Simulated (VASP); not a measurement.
# Te (P3_221) in VASP: single point with r2SCAN

Aim: the single point of Te with r2SCAN.

Program: VASP 6.6.1. These are calculated values, not measurements. Logs are shortened: lines on timing, memory, paths and dates and some standing lists are left out, and cuts for length are marked.

### 1 The cell of the first run

The structure is trigonal, space group P3_221 (No. 154). The conventional cell has a = 4.621 Å, b = 4.621 Å, c = 5.909 Å, α = 90.00°, β = 90.00°, γ = 120.00°. Te (site symmetry 2) has 6 Te at 2.83 to 3.62 Å within 3.7 Å.

### 2 Single point, r2SCAN

Contents of POSCAR:

```
Te
1.0
    4.6205170530      0.0000000000      0.0000000000
   -2.3102585265      4.0014851465      0.0000000000
    0.0000000000      0.0000000000      5.9085593353
Te
3
Direct
    0.0000000000      0.2535081044      0.3333333333
    0.2535081044      0.0000000000      0.6666666667
    0.7464918956      0.7464918956      0.0000000000
```

Contents of INCAR.step1:

```
SYSTEM = Te
  PREC = Accurate
  ENCUT = 520
  ISMEAR = 0
  SIGMA = 0.02
  LREAL = .FALSE.
  LASPH = .TRUE.
  NELM = 100
  NBANDS = 16
  GGA = PE
  ALGO = Normal
  EDIFF = 1E-4
  LWAVE = .TRUE.
  LCHARG = .FALSE.
```

Contents of INCAR.step2:

```
SYSTEM = Te
  PREC = Accurate
  ENCUT = 520
  EDIFF = 1E-6
  ISMEAR = 0
  SIGMA = 0.02
  LREAL = .FALSE.
  LASPH = .TRUE.
  NELM = 100
  ALGO = Normal
  ISIF = 2
  LWAVE = .FALSE.
  LCHARG = .TRUE.
  METAGGA = R2SCAN
  LMIXTAU = .TRUE.
  LELF = .TRUE.
  LVHAR = .TRUE.
  NBANDS = 16
  ISTART = 1
```

Contents of KPOINTS:

```
regular mesh
0
G
  9 9 6
  0 0 0
```

Potentials or basis: VASP PAW PBE potentials, release 64 (Te).

Started as:

```sh
$ cat potpaw_PBE.64/Te/POTCAR > POTCAR
$ cp INCAR.step1 INCAR
$ mpirun -np 1 vasp_std > vasp.out
$ cp INCAR.step2 INCAR
$ mpirun -np 1 vasp_std > vasp.out
```

OUTCAR:

```text
SYSTEM = Te
   PREC = Accurate
   ENCUT = 520
   EDIFF = 1E-6
   ISMEAR = 0
   LREAL = .FALSE.
   LASPH = .TRUE.
   NELM = 100
   ISIF = 2
   METAGGA = R2SCAN
   ISTART = 1

 ion  position               nearest neighbor table
   1  0.000  0.254  0.333-   3 2.83   2 2.83   3 3.62   3 3.62   2 3.62   2 3.62
   2  0.254  0.000  0.667-   3 2.83   1 2.83   3 3.62   3 3.62   1 3.62   1 3.62
   3  0.746  0.746  0.000-   1 2.83   2 2.83   2 3.62   1 3.62   1 3.62   2 3.62

  LATTYP: Found a hexagonal cell.
 ALAT       =     4.6205170530
 C/A-ratio  =     1.2787658324

  Lattice vectors:

 A1 = (   4.6205170530,   0.0000000000,   0.0000000000)
 A2 = (  -2.3102585265,   4.0014851465,   0.0000000000)
 A3 = (   0.0000000000,   0.0000000000,   5.9085593353)

Analysis of symmetry for initial positions (statically):
=====================================================================
 Subroutine PRICEL returns:
 Original cell was already a primitive cell.

 Routine SETGRP: Setting up the symmetry group for a
 hexagonal supercell.

 Subroutine GETGRP returns: Found  6 space group operations
 (whereof  2 operations were pure point group operations)
 out of a pool of 24 trial point group operations.

The static configuration has the point symmetry C_2 .
 The point group associated with its full space group is D_3 .

Analysis of symmetry for dynamics (positions and initial velocities):
=====================================================================
 Subroutine PRICEL returns:
 Original cell was already a primitive cell.

 Routine SETGRP: Setting up the symmetry group for a
 hexagonal supercell.

 Subroutine GETGRP returns: Found  6 space group operations
 (whereof  2 operations were pure point group operations)
 out of a pool of 24 trial point group operations.

The dynamic configuration has the point symmetry C_2 .
 The point group associated with its full space group is D_3 .

 Subroutine INISYM returns: Found  6 space group operations
 (whereof  2 operations are pure point group operations),
 and found     1 'primitive' translations

----------------------------------------------------------------------------------------

                                     Primitive cell

  volume of cell :     109.2429

  direct lattice vectors                    reciprocal lattice vectors
     4.620517053  0.000000000  0.000000000     0.216425995  0.124953606  0.000000000
    -2.310258527  4.001485147  0.000000000     0.000000000  0.249907213  0.000000000
     0.000000000  0.000000000  5.908559335     0.000000000  0.000000000  0.169245994

  length of vectors
     4.620517053  4.620517053  5.908559335     0.249907213  0.249907213  0.169245994

  position of ions in fractional coordinates (direct lattice)
     0.000000000  0.253508104  0.333333333
     0.253508104  0.000000000  0.666666667
     0.746491896  0.746491896  0.000000000

  ion indices of the primitive-cell ions
   primitive index   ion index
                 1           1
                 2           2
                 3           3

----------------------------------------------------------------------------------------

 KPOINTS: regular mesh

Automatic generation of k-mesh.
 Grid dimensions read from file:
 generate k-points for:    9    9    6

 Generating k-lattice:

  Cartesian coordinates                     Fractional coordinates (reciprocal lattice)
     0.024047333  0.013883734  0.000000000     0.111111111  0.000000000  0.000000000
     0.000000000  0.027767468  0.000000000     0.000000000  0.111111111  0.000000000
     0.000000000  0.000000000  0.028207666     0.000000000  0.000000000  0.166666667

  Length of vectors
     0.027767468  0.027767468  0.028207666

  Shift w.r.t. Gamma in fractional coordinates (k-lattice)
     0.000000000  0.000000000  0.000000000

 Subroutine IBZKPT returns following result:
 ===========================================

 Found     62 irreducible k-points:

 Following reciprocal coordinates:
            Coordinates               Weight
  0.000000  0.000000  0.000000      1.000000
  0.111111 -0.000000  0.000000      6.000000
  0.222222 -0.000000  0.000000      6.000000
  0.333333 -0.000000  0.000000      6.000000
  0.444444 -0.000000  0.000000      6.000000
  0.111111  0.111111  0.000000      6.000000
[... 16 lines left out ...]
  0.222222  0.111111  0.166667     12.000000
 -0.111111  0.333333  0.166667     12.000000
 [... further k-points ...]
   k-points           NKPTS =     62   k-points in BZ     NKDIM =     62   number of bands    NBANDS=     16
   number of dos      NEDOS =    301   number of ions     NIONS =      3
   total plane-waves  NPLWV =  62208
   dimension x,y,z NGX =    36 NGY =   36 NGZ =   48
   dimension x,y,z NGXF=    72 NGYF=   72 NGZF=   96
   ions per type =               3
   NGX,Y,Z   is equivalent  to a cutoff of  12.95, 12.95, 13.51 a.u.
   NGXF,Y,Z  is equivalent  to a cutoff of  25.91, 25.91, 27.01 a.u.
 SYSTEM =  Te
   PREC   = accura    normal or accurate (medium, high low for compatibility)
   ISTART =      1    job   : 0-new  1-cont  2-samecut
   ICHARG =      0    charge: 1-file 2-atom 10-const
   ISPIN  =      1    spin polarized calculation?
   LNONCOLLINEAR =      F non collinear calculations
   LSORBIT =      F    spin-orbit coupling
   LASPH  =      T    aspherical Exc in radial PAW
   ENCUT  =  520.0 eV  38.22 Ry    6.18 a.u.   8.59  8.59 10.99*2*pi/ulx,y,z
   NELM   =    100;   NELMIN=  2; NELMDL=  0     # of ELM steps
   EDIFF  = 0.1E-05   stopping-criterion for ELM
   LREAL  =      F    real-space projection
   EDIFFG = 0.1E-04   stopping-criterion for IOM
   NSW    =      0    number of steps for IOM
   IBRION =     -1    ionic relax: 0-MD 1-quasi-New 2-CG
   NFREE  =      0    steps in history (QN), initial steepest desc. (CG)
   ISIF   =      2    stress and relaxation
   ISYM   =      2    0-nonsym 1-usesym 2-fastsym
   POTIM  = 0.5000    time-step for ionic-motion
   TEBEG  =    0.0;   TEEND  =   0.0 temperature during run
   PSTRESS=    0.0 pullay stress
   NELECT =      18.0000    total number of electrons
   NUPDOWN=      -1.0000    fix difference up-down
   EMIN   =  10.00;   EMAX   =-10.00  energy-range for DOS
   EFERMI =   0.00;   METHOD = LEGACY
   ISMEAR =     0;   SIGMA  =   0.02  broadening in eV -4-tet -1-fermi 0-gaus
   EFERMI_NEDOS =   21; number of points for ismear=-14 and -15
   IALGO  =     38    algorithm
   IMIX   =      4    mixing-type and parameters
     AMIX     =   0.40;   BMIX     =  1.00
     AMIX_MAG =   1.60;   BMIX_MAG =  1.00
  volume/ion in A,a.u.               =      36.41       245.74
  Fermi-wavevector in a.u.,A,eV,Ry     =   0.897500  1.696029 10.959582  0.805507
  Thomas-Fermi vector in A             =   2.020092
   LORBIT       =      0    0 simple, 1 ext, 2 COOP (PROOUT), +10 PAW based schemes
   METAGGA = R2SCAN    functional components
   LHFCALC =     F    Hartree Fock is set to
   AEXX    =    0.0000 exact exchange contribution
   IVDW    =     0    specifies the selected vdW correction
   LEPSILON=     F    determine dielectric tensor
   LRPA    =     F    only Hartree local field effects (RPA)
 non-spin polarized calculation
 Gauss-broadening in eV      SIGMA  =   0.02
  energy-cutoff  :      520.00
  volume of cell :      109.24
 maximum number of plane-waves:      2974
 NGX is ok and might be reduce to    36
   NGX = 17   NGY = 17   NGZ = 21

 number of electron      17.9999999 magnetization

 Free energy of the ion-electron system (eV)
  ---------------------------------------------------
  ext. energy  EPLUGINS =         0.00000000
  ---------------------------------------------------
  free energy    TOTEN  =       -76.24632815 eV

  energy without entropy =      -76.24632815  energy(sigma->0) =      -76.24632815

 E-fermi :   4.9922     XC(G=0):  -9.1323

 val. band max:        4.8704897471   @ k =   0.3333   0.3333   0.5000
 cond. band min:       5.4253659208   @ k =   0.3333   0.3333   0.5000
 fundamental gap:      0.5548761737
 Fermi energy:         4.9921932904

 k-point     1 :       0.0000    0.0000    0.0000
  band No.  band energies     occupation
      1      -8.9440      2.00000
      2      -5.5324      2.00000
      3      -5.5324      2.00000
      4       1.7196      2.00000
      5       1.9349      2.00000
      6       1.9349      2.00000
[... 8 lines left out ...]
     15      11.1540      0.00000
     16      11.8787      0.00000

 k-point     2 :       0.1111   -0.0000    0.0000
  band No.  band energies     occupation
      1      -8.8743      2.00000
      2      -5.5665      2.00000
      3      -5.5162      2.00000
      4       1.2107      2.00000
      5       1.6247      2.00000
      6       1.8854      2.00000
[... 8 lines left out ...]
     15      11.4352      0.00000
     16      11.7637      0.00000

 k-point     3 :       0.2222   -0.0000    0.0000
  band No.  band energies     occupation
      1      -8.6789      2.00000
      2      -5.6888      2.00000
      3      -5.4728      2.00000
      4       0.5585      2.00000
      5       1.1686      2.00000
      6       1.6464      2.00000
[... 8 lines left out ...]
     15      11.7198      0.00000
     16      12.2501      0.00000

 k-point     4 :       0.3333   -0.0000    0.0000
  band No.  band energies     occupation
      1      -8.4085      2.00000
      2      -5.9087      2.00000
      3      -5.4196      2.00000
      4       0.2191      2.00000
      5       0.8018      2.00000
      6       1.4452      2.00000
[... 8 lines left out ...]
     15      12.3811      0.00000
     16      13.1631      0.00000
[... 324 lines left out ...]
 k-point    22 :       0.1111    0.1111    0.1667
  band No.  band energies     occupation
      1      -8.6400      2.00000
      2      -6.4156      2.00000
      3      -4.7523      2.00000
      4       0.8088      2.00000
      5       1.0899      2.00000
      6       1.9482      2.00000
[... 8 lines left out ...]
     15      11.6050      0.00000
     16      11.8629      0.00000

 k-point    23 :       0.2222    0.1111    0.1667
  band No.  band energies     occupation
      1      -8.4067      2.00000
      2      -6.3943      2.00000
      3      -4.9261      2.00000
      4       0.2771      2.00000
      5       0.6847      2.00000
      6       1.6795      2.00000
[... 8 lines left out ...]
     15      12.4068      0.00000
     16      12.8672      0.00000

 k-point    24 :      -0.1111    0.3333    0.1667
  band No.  band energies     occupation
      1      -8.4116      2.00000
      2      -6.3453      2.00000
      3      -5.0099      2.00000
      4       0.4505      2.00000
      5       0.8465      2.00000
      6       1.8625      2.00000
[... 8 lines left out ...]
     15      12.0573      0.00000
     16      12.2963      0.00000

 [... further k-points ...]
[... 5 lines left out ...]
  --------------------------------------------------------------------------------------
  -------------------------------------------------------------------------------------
  Total        0.0090140      0.0090140      0.0199006      0.0000000      0.0000000      0.0000000
  in kB        0.1322005      0.1322005      0.2918666      0.0000000      0.0000000      0.0000000
  external PRESSURE =       0.1854226 kB  Pullay stress =       0.0000000 kB

 VOLUME and BASIS-vectors are now :
 -----------------------------------------------------------------------------
  energy-cutoff  :      520.00
  volume of cell :      109.24
      direct lattice vectors                 reciprocal lattice vectors
     4.620517053  0.000000000  0.000000000     0.216425995  0.124953606  0.000000000
    -2.310258527  4.001485147  0.000000000     0.000000000  0.249907213  0.000000000
     0.000000000  0.000000000  5.908559335     0.000000000  0.000000000  0.169245994

 POSITION                                       TOTAL-FORCE (eV/Angst)
 -----------------------------------------------------------------------------------
     -0.58567      1.01441      1.96952        -0.013208      0.022877     -0.000000
      1.17134      0.00000      3.93904         0.026416      0.000000      0.000000
      1.72459      2.98708      0.00000        -0.013208     -0.022877      0.000000
 -----------------------------------------------------------------------------------
    total drift:                               -0.000000     -0.000001      0.000000

  FREE ENERGIE OF THE ION-ELECTRON SYSTEM (eV)
  ---------------------------------------------------
  free  energy   TOTEN  =       -76.2463281453 eV

  energy  without entropy=      -76.2463281453  energy(sigma->0) =      -76.24632815
```

It took 7.1 min on 1 thread of Oxide Virtual Turin-like, shared host; peak memory 0.26 GiB.

Results:

```
Free energy            : -76.2463 eV
Pressure               : 0.0 GPa
Largest force          : 0.026 eV/Å
Band gap on the k mesh : 0.55 eV, direct
```

Forces in eV/Å, atoms in the order of the input:
```
Te  -0.013  0.023  0.000
Te   0.026  0.000  0.000
Te  -0.013 -0.023  0.000
```

Levels at points of the mesh, in eV from the valence-band top:
```csv
k point,band 5,band 6,band 7,band 8,band 9,band 10,band 11,band 12,band 13,band 14
"(0.00, 0.00, 0.00)",-2.94,-2.94,-1.62,-1.62,-0.60,1.29,1.29,1.82,5.49,5.49
"(0.00, 0.00, 0.50)",-2.72,-2.72,-1.31,-1.15,-1.15,0.83,0.94,0.94,4.80,5.92
```

Caveat: the PAW data sets were made with another functional, which shifts forces and pressure a little; spin-orbit coupling is left out, which moves the levels of the heavy elements.
